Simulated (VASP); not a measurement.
TaSeO, 3 atoms in the cell. The cell holds a sheet with vacuum, 3 atoms: a = 5.550 Å, b = 5.550 Å, c = 14.000 Å, α = 90.00°, β = 90.00°, γ = 120.00°. The cell was built from a structure type or drawn by symmetry, and may not be a known phase.

```yaml
Program: VASP 6.6.1
Task: single point
Functional: PBE
Potentials_or_basis: VASP PAW PBE potentials, release 64 (Ta_pv, Se, O)
Cutoff: 520 eV
k_mesh: 6 × 6 × 1
Occupations: gaussian, width 0.1 eV
Spin: no spin polarisation
Dipole_correction: yes
Further_INCAR_settings: ALGO = Normal; EDIFF = 1e-07; NBANDS = 18
```

Potentials or basis: VASP PAW PBE potentials, release 64 (Ta_pv, Se, O).

Command:

```console
$ cat potpaw_PBE.64/Ta_pv/POTCAR potpaw_PBE.64/Se/POTCAR potpaw_PBE.64/O/POTCAR > POTCAR
$ mpirun -np 1 vasp_std > vasp.out
```

Hardware: 1 thread of Intel Xeon 8259CL, on a shared host.

How long does it take, and how much memory?

Wall time 5.1 min on 1 thread of Intel Xeon 8259CL (shared host), peak memory 0.49 GiB. Counts: scf iterations 43, k points 7.
